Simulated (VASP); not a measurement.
A run of VASP 6.6.1 is set up as follows.

INCAR

```
SYSTEM = Al2Ge3B3N
ALGO     = Normal         ! electronic algorithm
EDIFF    = 1E-6           ! SCF threshold, eV
ENCUT    = 520            ! plane-wave cutoff, eV
GGA      = PE             ! functional
ISIF     = 2              ! what is computed and relaxed
ISMEAR   = 0              ! smearing method
LASPH    = .TRUE.         ! aspherical terms in the spheres
LCHARG   = .FALSE.        ! write CHGCAR
LREAL    = .FALSE.        ! projectors in reciprocal space
LWAVE    = .FALSE.        ! write WAVECAR
NBANDS   = 41             ! bands
NELM     = 100            ! most SCF steps
PREC     = Accurate       ! precision mode
SIGMA    = 0.1            ! smearing width, eV
```

KPOINTS

```
k-points
0
G
  4 4 4
  0 0 0
```

Contents of POSCAR:

```
Al2Ge3B3N
1.0
    4.5375021800      0.0000000000      0.0000000000
    0.0000000000      4.5375021800      0.0000000000
    0.0000000000      0.0000000000      5.7322428100
Al Ge B N
2 3 3 1
Direct
    0.0000000000      0.0000000000      0.8185327800
    0.0000000000      0.0000000000      0.1814672200
    0.0000000000      0.5000000000      0.5000000000
    0.5000000000      0.0000000000      0.5000000000
    0.5000000000      0.5000000000      0.0000000000
    0.0000000000      0.5000000000      0.0000000000
    0.5000000000      0.0000000000      0.0000000000
    0.0000000000      0.0000000000      0.5000000000
    0.5000000000      0.5000000000      0.5000000000
```

Potentials or basis: VASP PAW PBE potentials, release 64 (Al, Ge_d, B, N).

Launch:

```sh
$ cat potpaw_PBE.64/Al/POTCAR potpaw_PBE.64/Ge_d/POTCAR potpaw_PBE.64/B/POTCAR potpaw_PBE.64/N/POTCAR > POTCAR
$ mpirun -np 1 vasp_std > vasp.out
```

(1) Predict the band gap on the k mesh.

(2) Estimate the largest force.

(3) Predict the pressure.

Answers

(1) zero (band 31 reaches 8.72 eV, above the bottom of band 32 at 6.03 eV).

(2) 0.346 eV/Å.

(3) 3.2 GPa.
